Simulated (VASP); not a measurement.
# ZnO (Fm-3m) in VASP: a series of runs

ZnO is run at these levels: PBE; tasks: single point.

Program: VASP 6.6.1. These are calculated values, not measurements. Logs are shortened: lines on timing, memory, paths and dates and some standing lists are left out, and cuts for length are marked.

## 1. The cell of the first run

It takes space group Fm-3m (No. 225, cubic). The conventional cell has a = 4.373 Å, b = 4.373 Å, c = 4.373 Å, α = 90.00°, β = 90.00°, γ = 90.00°. Zn (site symmetry m-3m) has 6 O at 2.19 Å within 2.9 Å. Within 2.9 Å of O (site symmetry m-3m) lie 6 Zn at 2.19 Å.

## 2. Single point, PBE (volume scaled by 1.03)

File INCAR:

```
SYSTEM = ZnO
PREC = Accurate
ENCUT = 520
EDIFF = 1E-6
ISMEAR = 0
SIGMA = 0.02
LREAL = .False.
LASPH = .True.
NELM = 60
ALGO = Normal
ISIF = 2
LWAVE = .False.
LCHARG = .False.
GGA = PE
NBANDS = 16
```

File KPOINTS:

```
regular mesh
0
Gamma
  12 12 12
  0 0 0
```

File POSCAR:

```
ZnO
1.0
    0.0000000000      2.1862970076      2.1862970076
    2.1862970076      0.0000000000      2.1862970076
    2.1862970076      2.1862970076      0.0000000000
Zn O
1 1
Direct
    0.0000000000      0.0000000000      0.0000000000
    0.5000000000      0.5000000000      0.5000000000
```

Potentials or basis: VASP PAW PBE potentials, release 64 (Zn, O).

Started as:

```
$ cat potpaw_PBE.64/Zn/POTCAR potpaw_PBE.64/O/POTCAR > POTCAR
$ mpirun -np 1 vasp_std > vasp.out
```

OUTCAR:

```text
SYSTEM = ZnO
   PREC = Accurate
   ENCUT = 520
   EDIFF = 1E-6
   ISMEAR = 0
   LREAL = .False.
   LASPH = .True.
   NELM = 60
   ISIF = 2
   GGA = PE

 ion  position               nearest neighbor table
   1  0.000  0.000  0.000-   2 2.19   2 2.19   2 2.19   2 2.19   2 2.19   2 2.19
   2  0.500  0.500  0.500-   1 2.19   1 2.19   1 2.19   1 2.19   1 2.19   1 2.19

  LATTYP: Found a face centered cubic cell.
 ALAT       =     4.3725940152

  Lattice vectors:

 A1 = (   0.0000000000,   2.1862970076,   2.1862970076)
 A2 = (   2.1862970076,   0.0000000000,   2.1862970076)
 A3 = (   2.1862970076,   2.1862970076,   0.0000000000)

Analysis of symmetry for initial positions (statically):
=====================================================================
 Subroutine PRICEL returns:
 Original cell was already a primitive cell.

 Routine SETGRP: Setting up the symmetry group for a
 face centered cubic supercell.

 Subroutine GETGRP returns: Found 48 space group operations
 (whereof 48 operations were pure point group operations)
 out of a pool of 48 trial point group operations.

The static configuration has the point symmetry O_h .

Analysis of symmetry for dynamics (positions and initial velocities):
=====================================================================
 Subroutine PRICEL returns:
 Original cell was already a primitive cell.

 Routine SETGRP: Setting up the symmetry group for a
 face centered cubic supercell.

 Subroutine GETGRP returns: Found 48 space group operations
 (whereof 48 operations were pure point group operations)
 out of a pool of 48 trial point group operations.

The dynamic configuration has the point symmetry O_h .

 Subroutine INISYM returns: Found 48 space group operations
 (whereof 48 operations are pure point group operations),
 and found     1 'primitive' translations

----------------------------------------------------------------------------------------

                                     Primitive cell

  volume of cell :      20.9005

  direct lattice vectors                    reciprocal lattice vectors
     0.000000000  2.186297008  2.186297008    -0.228697198  0.228697198  0.228697198
     2.186297008  0.000000000  2.186297008     0.228697198 -0.228697198  0.228697198
     2.186297008  2.186297008  0.000000000     0.228697198  0.228697198 -0.228697198

  length of vectors
     3.091890880  3.091890880  3.091890880     0.396115167  0.396115167  0.396115167

  position of ions in fractional coordinates (direct lattice)
     0.000000000  0.000000000  0.000000000
     0.500000000  0.500000000  0.500000000

  ion indices of the primitive-cell ions
   primitive index   ion index
                 1           1
                 2           2

----------------------------------------------------------------------------------------

 KPOINTS: regular mesh

Automatic generation of k-mesh.
 Grid dimensions read from file:
 generate k-points for:   12   12   12

 Generating k-lattice:

  Cartesian coordinates                     Fractional coordinates (reciprocal lattice)
    -0.019058100  0.019058100  0.019058100     0.083333333  0.000000000  0.000000000
     0.019058100 -0.019058100  0.019058100     0.000000000  0.083333333  0.000000000
     0.019058100  0.019058100 -0.019058100     0.000000000  0.000000000  0.083333333

  Length of vectors
     0.033009597  0.033009597  0.033009597

  Shift w.r.t. Gamma in fractional coordinates (k-lattice)
     0.000000000  0.000000000  0.000000000

 Subroutine IBZKPT returns following result:
 ===========================================

 Found     72 irreducible k-points:

 Following reciprocal coordinates:
            Coordinates               Weight
  0.000000  0.000000  0.000000      1.000000
  0.083333  0.000000  0.000000      8.000000
  0.166667  0.000000  0.000000      8.000000
  0.250000  0.000000  0.000000      8.000000
  0.333333  0.000000  0.000000      8.000000
  0.416667  0.000000  0.000000      8.000000
[... 16 lines left out ...]
  0.500000  0.166667  0.000000     24.000000
 -0.416667  0.166667  0.000000     24.000000
 [... further k-points ...]
   k-points           NKPTS =     72   k-points in BZ     NKDIM =     72   number of bands    NBANDS=     16
   number of dos      NEDOS =    301   number of ions     NIONS =      2
   total plane-waves  NPLWV =  13824
   dimension x,y,z NGX =    24 NGY =   24 NGZ =   24
   dimension x,y,z NGXF=    48 NGYF=   48 NGZF=   48
   ions per type =               1   1
   NGX,Y,Z   is equivalent  to a cutoff of  12.90, 12.90, 12.90 a.u.
   NGXF,Y,Z  is equivalent  to a cutoff of  25.81, 25.81, 25.81 a.u.
 SYSTEM =  ZnO
   PREC   = accura    normal or accurate (medium, high low for compatibility)
   ISTART =      0    job   : 0-new  1-cont  2-samecut
   ICHARG =      2    charge: 1-file 2-atom 10-const
   ISPIN  =      1    spin polarized calculation?
   LNONCOLLINEAR =      F non collinear calculations
   LSORBIT =      F    spin-orbit coupling
   LASPH  =      T    aspherical Exc in radial PAW
   ENCUT  =  520.0 eV  38.22 Ry    6.18 a.u.   5.75  5.75  5.75*2*pi/ulx,y,z
   NELM   =     60;   NELMIN=  2; NELMDL= -5     # of ELM steps
   EDIFF  = 0.1E-05   stopping-criterion for ELM
   LREAL  =      F    real-space projection
[... 7 lines left out ...]
   TEBEG  =    0.0;   TEEND  =   0.0 temperature during run
   PSTRESS=    0.0 pullay stress
   NELECT =      18.0000    total number of electrons
   NUPDOWN=      -1.0000    fix difference up-down
   EMIN   =  10.00;   EMAX   =-10.00  energy-range for DOS
   EFERMI =   0.00;   METHOD = LEGACY
   ISMEAR =     0;   SIGMA  =   0.02  broadening in eV -4-tet -1-fermi 0-gaus
   EFERMI_NEDOS =   21; number of points for ismear=-14 and -15
   IALGO  =     38    algorithm
   IMIX   =      4    mixing-type and parameters
     AMIX     =   0.40;   BMIX     =  1.00
     AMIX_MAG =   1.60;   BMIX_MAG =  1.00
  volume/ion in A,a.u.               =      10.45        70.52
  Fermi-wavevector in a.u.,A,eV,Ry     =   1.557566  2.943373 33.007902  2.426012
  Thomas-Fermi vector in A             =   2.661198
   LORBIT       =      0    0 simple, 1 ext, 2 COOP (PROOUT), +10 PAW based schemes
   GGA     = PE    functional components
   LHFCALC =     F    Hartree Fock is set to
   AEXX    =    0.0000 exact exchange contribution
   IVDW    =     0    specifies the selected vdW correction
   LEPSILON=     F    determine dielectric tensor
   LRPA    =     F    only Hartree local field effects (RPA)
 non-spin polarized calculation
 Gauss-broadening in eV      SIGMA  =   0.02
  energy-cutoff  :      520.00
  volume of cell :       20.90
 maximum number of plane-waves:       588
   NGX = 11   NGY = 11   NGZ = 11

 number of electron      17.9999999 magnetization

 Free energy of the ion-electron system (eV)
  ---------------------------------------------------
  ext. energy  EPLUGINS =         0.00000000
  ---------------------------------------------------
  free energy    TOTEN  =        -8.62715293 eV

  energy without entropy =       -8.62715293  energy(sigma->0) =       -8.62715293

 E-fermi :   2.2257     XC(G=0): -11.9338

 val. band max:        2.0915275736   @ k =   0.5000   0.0000   0.0000
 cond. band min:       2.6868381467   @ k =   0.0000   0.0000   0.0000
 fundamental gap:      0.5953105732
 Fermi energy:         2.2256752092

 k-point     1 :       0.0000    0.0000    0.0000
  band No.  band energies     occupation
      1     -15.9358      2.00000
      2      -2.6722      2.00000
      3      -2.6722      2.00000
      4      -2.6722      2.00000
      5      -2.4845      2.00000
      6      -2.4845      2.00000
[... 8 lines left out ...]
     15      20.6071      0.00000
     16      20.6071      0.00000

 k-point     2 :       0.0833    0.0000    0.0000
  band No.  band energies     occupation
      1     -15.8676      2.00000
      2      -2.7130      2.00000
      3      -2.6718      2.00000
      4      -2.6718      2.00000
      5      -2.5429      2.00000
      6      -2.5429      2.00000
[... 8 lines left out ...]
     15      20.8929      0.00000
     16      20.8929      0.00000

 k-point     3 :       0.1667    0.0000    0.0000
  band No.  band energies     occupation
      1     -15.6746      2.00000
      2      -2.8965      2.00000
      3      -2.8050      2.00000
      4      -2.8050      2.00000
      5      -2.5503      2.00000
      6      -2.5503      2.00000
[... 8 lines left out ...]
     15      21.5448      0.00000
     16      21.5448      0.00000

 k-point     4 :       0.2500    0.0000    0.0000
  band No.  band energies     occupation
      1     -15.3929      2.00000
      2      -3.3665      2.00000
      3      -3.0401      2.00000
      4      -3.0401      2.00000
      5      -2.4748      2.00000
      6      -2.4748      2.00000
[... 8 lines left out ...]
     15      22.5338      0.00000
     16      22.5338      0.00000

 k-point     5 :       0.3333    0.0000    0.0000
  band No.  band energies     occupation
      1     -15.0864      2.00000
      2      -4.0284      2.00000
      3      -3.2556      2.00000
      4      -3.2556      2.00000
      5      -2.3913      2.00000
      6      -2.3913      2.00000
[... 8 lines left out ...]
     15      23.8038      0.00000
     16      23.8038      0.00000

 k-point     6 :       0.4167    0.0000    0.0000
  band No.  band energies     occupation
      1     -14.8427      2.00000
      2      -4.5640      2.00000
      3      -3.4017      2.00000
      4      -3.4017      2.00000
      5      -2.3284      2.00000
      6      -2.3284      2.00000
[... 8 lines left out ...]
     15      25.1558      0.00000
     16      25.1558      0.00000

 k-point     7 :       0.5000    0.0000    0.0000
  band No.  band energies     occupation
      1     -14.7487      2.00000
      2      -4.7651      2.00000
      3      -3.4529      2.00000
      4      -3.4529      2.00000
      5      -2.3052      2.00000
      6      -2.3052      2.00000
[... 8 lines left out ...]
     15      25.8981      0.00000
     16      25.8981      0.00000

 k-point     8 :       0.0833    0.0833    0.0000
  band No.  band energies     occupation
      1     -15.8457      2.00000
      2      -2.6963      2.00000
      3      -2.6808      2.00000
      4      -2.6698      2.00000
      5      -2.6698      2.00000
      6      -2.4728      2.00000
[... 8 lines left out ...]
     15      22.3723      0.00000
     16      22.3723      0.00000

 k-point     9 :       0.1667    0.0833    0.0000
  band No.  band energies     occupation
      1     -15.6963      2.00000
      2      -2.9386      2.00000
      3      -2.7730      2.00000
      4      -2.7043      2.00000
      5      -2.6273      2.00000
      6      -2.4804      2.00000
[... 8 lines left out ...]
     15      22.2931      0.00000
     16      23.1841      0.00000
[... 172 lines left out ...]
 k-point    19 :       0.1667    0.1667    0.0000
  band No.  band energies     occupation
      1     -15.5992      2.00000
      2      -3.1634      2.00000
      3      -2.7623      2.00000
      4      -2.6486      2.00000
      5      -2.6486      2.00000
      6      -2.4408      2.00000
[... 8 lines left out ...]
     15      25.0081      0.00000
     16      25.0081      0.00000

 k-point    20 :       0.2500    0.1667    0.0000
  band No.  band energies     occupation
      1     -15.4015      2.00000
      2      -3.4390      2.00000
      3      -2.8550      2.00000
      4      -2.7013      2.00000
      5      -2.6047      2.00000
      6      -2.4071      2.00000
[... 8 lines left out ...]
     15      25.1642      0.00000
     16      25.6939      0.00000

 k-point    21 :       0.3333    0.1667    0.0000
  band No.  band energies     occupation
      1     -15.1454      2.00000
      2      -3.7310      2.00000
      3      -3.0529      2.00000
      4      -2.8805      2.00000
      5      -2.5367      2.00000
      6      -2.3427      2.00000
[... 8 lines left out ...]
     15      25.1429      0.00000
     16      26.1425      0.00000

 k-point    22 :       0.4167    0.1667    0.0000
  band No.  band energies     occupation
      1     -14.8951      2.00000
      2      -4.0409      2.00000
      3      -3.2757      2.00000
      4      -3.0901      2.00000
      5      -2.4541      2.00000
      6      -2.2936      2.00000
[... 8 lines left out ...]
     15      25.1828      0.00000
     16      26.6932      0.00000

 k-point    23 :       0.5000    0.1667    0.0000
  band No.  band energies     occupation
      1     -14.7258      2.00000
      2      -4.2996      2.00000
      3      -3.3812      2.00000
      4      -3.2605      2.00000
      5      -2.3730      2.00000
      6      -2.2844      2.00000
[... 8 lines left out ...]
     15      24.9108      0.00000
     16      26.5173      0.00000

 k-point    24 :      -0.4167    0.1667    0.0000
  band No.  band energies     occupation
      1     -14.6971      2.00000
      2      -4.3735      2.00000
      3      -3.3552      2.00000
      4      -3.3484      2.00000
      5      -2.3192      2.00000
      6      -2.3148      2.00000
[... 8 lines left out ...]
     15      24.3401      0.00000
     16      25.1645      0.00000

 [... further k-points ...]
[... 5 lines left out ...]
  --------------------------------------------------------------------------------------
  -------------------------------------------------------------------------------------
  Total       -0.4895150     -0.4895150     -0.4895150     -0.0000000     -0.0000000     -0.0000000
  in kB      -37.5248593    -37.5248593    -37.5248593     -0.0000000     -0.0000000     -0.0000000
  external PRESSURE =     -37.5248593 kB  Pullay stress =       0.0000000 kB

 VOLUME and BASIS-vectors are now :
 -----------------------------------------------------------------------------
  energy-cutoff  :      520.00
  volume of cell :       20.90
      direct lattice vectors                 reciprocal lattice vectors
     0.000000000  2.186297008  2.186297008    -0.228697198  0.228697198  0.228697198
     2.186297008  0.000000000  2.186297008     0.228697198 -0.228697198  0.228697198
     2.186297008  2.186297008  0.000000000     0.228697198  0.228697198 -0.228697198

 POSITION                                       TOTAL-FORCE (eV/Angst)
 -----------------------------------------------------------------------------------
      0.00000      0.00000      0.00000         0.000000     -0.000000      0.000000
      2.18630      2.18630      2.18630        -0.000000      0.000000     -0.000000
 -----------------------------------------------------------------------------------
    total drift:                                0.000000     -0.000000     -0.000000

  FREE ENERGIE OF THE ION-ELECTRON SYSTEM (eV)
  ---------------------------------------------------
  free  energy   TOTEN  =        -8.6271529266 eV

  energy  without entropy=       -8.6271529266  energy(sigma->0) =       -8.62715293
```

Wall time 6.6 s (1 thread of Intel Xeon 6975P-C (Granite Rapids), shared host); peak memory 0.15 GiB.

Results:

| Property | Result |
| --- | --- |
| Free energy | -8.6272 eV |
| Pressure | -3.8 GPa |
| Band gap on the k mesh | 0.60 eV, indirect (least direct gap 1.73 eV) |

 A k mesh can miss the band edges.

(Part 1 of 3 ends here.)
